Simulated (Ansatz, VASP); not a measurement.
One calculation of CaSe, two programs

File INCAR:

```
SYSTEM = CaSe
PREC = Accurate
ENCUT = 520
EDIFF = 1E-7
ISMEAR = -1
SIGMA = 0.01
LREAL = .FALSE.
LASPH = .TRUE.
NELM = 80
ALGO = Normal
ISIF = 2
LWAVE = .FALSE.
LCHARG = .TRUE.
GGA = PE
LELF = .TRUE.
LVHAR = .TRUE.
NBANDS = 15
```

Contents of KPOINTS:

```
Automatic mesh
0
G
  7 7 7
  0 0 0
```

The input POSCAR:

```
CaSe
1.0
    0.0000000000      2.9058886243      2.9058886243
    2.9058886243      0.0000000000      2.9058886243
    2.9058886243      2.9058886243      0.0000000000
Ca Se
1 1
Direct
    0.0000000000      0.0000000000      0.0000000000
    0.5000000000      0.5000000000      0.5000000000
```

Input for Ansatz:

```yaml
crystal:
  lattice:
    - [0.0, 2.9058886243, 2.9058886243]
    - [2.9058886243, 0.0, 2.9058886243]
    - [2.9058886243, 2.9058886243, 0.0]
  atoms:
    - { symbol: Ca, position: [0.0, 0.0, 0.0] }
    - { symbol: Se, position: [0.5, 0.5, 0.5] }
kpoints:
  mp_grid: { grid: [7, 7, 7] }
scf:
  occupations: { method: fermi_dirac, width: 0.01 }
hamiltonian:
  xc: pbe
  pseudopotentials: { kind: all_electron, lapw: { basis_error: 0.001 } }
output:
  forces: true
  stress: true
  eigenvalues: true
```

Change from the starting cell: volume scaled by 0.95.

Alike in both runs: task single point; functional PBE; k mesh 7 × 7 × 7; occupations fermi-dirac, width 0.01 eV; no spin polarisation.

|  | VASP | Ansatz |
| --- | --- | --- |
| version | VASP 6.6.1 | Ansatz 0.2.0 |
| potentials or method | VASP PAW PBE potentials, release 64 (Ca_sv, Se), cutoff 520 eV | all-electron LAPW, scalar-relativistic |

VASP gave:

```
gap on the k mesh at the Fermi level (eV) : 1.95
pressure (GPa)                            : 4.4
```

Task: What did Ansatz give for the same quantities?

Result: gap on the k mesh at the Fermi level (eV): 1.96; pressure (GPa): 4.2.

Ansatz ran all-electron here, and VASP with PAW potentials.
